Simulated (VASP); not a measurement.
Input of a VASP 6.6.1 run:

Contents of INCAR:

```
SYSTEM = Zn
  PREC = Accurate
  ENCUT = 520
  EDIFF = 1E-7
  ISMEAR = 0
  SIGMA = 0.1
  LREAL = .False.
  LASPH = .True.
  NELM = 100
  ALGO = Fast
  ISIF = 2
  LWAVE = .False.
  LCHARG = .False.
  GGA = PE
  NBANDS = 19
```

Contents of KPOINTS:

```
regular mesh
0
Gamma
  21 21 14
  0 0 0
```

File POSCAR:

```
Zn
1.0
    2.6405913765      0.0000000000      0.0000000000
   -1.3202956882      2.2868192130      0.0000000000
    0.0000000000      0.0000000000      5.0584351360
Zn
2
Direct
    0.3333333333      0.6666666667      0.2500000000
    0.6666666667      0.3333333333      0.7500000000
```

Potentials or basis: VASP PAW PBE potentials, release 64 (Zn).

The run is started by

```console
$ cat potpaw_PBE.64/Zn/POTCAR > POTCAR
$ mpirun -np 1 vasp_std > vasp.out
```

Problem. Estimate the band gap on the k mesh.

Solution. Zero (band 12 reaches 4.68 eV, above the bottom of band 13 at -0.32 eV).

Problem. Estimate the pressure.

Solution. 0.3 GPa.

Stress tensor (GPa, compression positive):
```
0.42 0.00 0.00
0.00 0.42 0.00
0.00 0.00 0.14
```
